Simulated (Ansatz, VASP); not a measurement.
**SnO2: VASP beside Ansatz**

File INCAR:

```
PREC = Accurate ; ENCUT = 520
EDIFF = 1E-6 ; ISMEAR = 0
SIGMA = 0.05 ; LREAL = F
LASPH = T ; NELM = 80
ALGO = Normal ; ISIF = 2
LWAVE = F ; LCHARG = T
GGA = PE ; LELF = T
LVHAR = T ; NBANDS = 35
```

KPOINTS

```
Automatic mesh
0
Gamma
  6 6 8
```

POSCAR

```
SnO2
1.0
    4.8277049966      0.0000000000      0.0000000000
    0.0000000000      4.8277049966      0.0000000000
    0.0000000000      0.0000000000      3.2379909407
Sn O
2 4
Direct
    0.0000000000      0.0000000000      0.0154416738
    0.5000000000      0.5000000000      0.5000000000
    0.3066050867      0.3066050867      0.0000000000
    0.1933949133      0.8066050867      0.5000000000
    0.6933949133      0.6933949133      0.0000000000
    0.8066050867      0.1933949133      0.5000000000
```

Input for Ansatz:

```yaml
crystal:
  lattice:
    - [4.8277049966, 0.0, 0.0]
    - [0.0, 4.8277049966, 0.0]
    - [0.0, 0.0, 3.2379909407]
  atoms:
    - { symbol: Sn, position: [0.0, 0.0, 0.0154416738] }
    - { symbol: Sn, position: [0.5, 0.5, 0.5] }
    - { symbol: O, position: [0.3066050867, 0.3066050867, 0.0] }
    - { symbol: O, position: [0.1933949133, 0.8066050867, 0.5] }
    - { symbol: O, position: [0.6933949133, 0.6933949133, 0.0] }
    - { symbol: O, position: [0.8066050867, 0.1933949133, 0.5] }
basis:
  ecutwfc: 420
kpoints:
  mp_grid: { grid: [6, 6, 8] }
hamiltonian:
  xc: pbe
scf:
  occupations: { method: gaussian, width: 0.05 }
output:
  forces: true
  stress: true
  eigenvalues: true
```

Alike in both runs: task single point; functional PBE; k mesh 6 × 6 × 8; occupations gaussian, width 0.05 eV; no spin polarisation.

```csv
,VASP,Ansatz
version,VASP 6.6.1,Ansatz 0.2.0
potentials or method,"VASP PAW PBE potentials, release 64 (Sn_d, O), cutoff 520 eV","scalar-relativistic, plane waves, PAW"
valence electrons in the cell,52,52
```

```csv
,VASP,Ansatz,Ansatz less VASP
gap on the k mesh at the Fermi level (eV),0.67,0.68,+0.012
least direct gap on the mesh (eV),0.67,0.68,+0.012
pressure (GPa),0.8,0.2,-0.61
"traceless stress, the component that is largest in VASP (GPa)",0.30,0.10,-0.198
rms of the force components (eV/Å),0.253,0.245,-0.0076
```

Atom by atom the forces differ by 0.011 eV/Å (rms over components). The functional is the same, so the differences come from potentials, cutoffs and numerics.
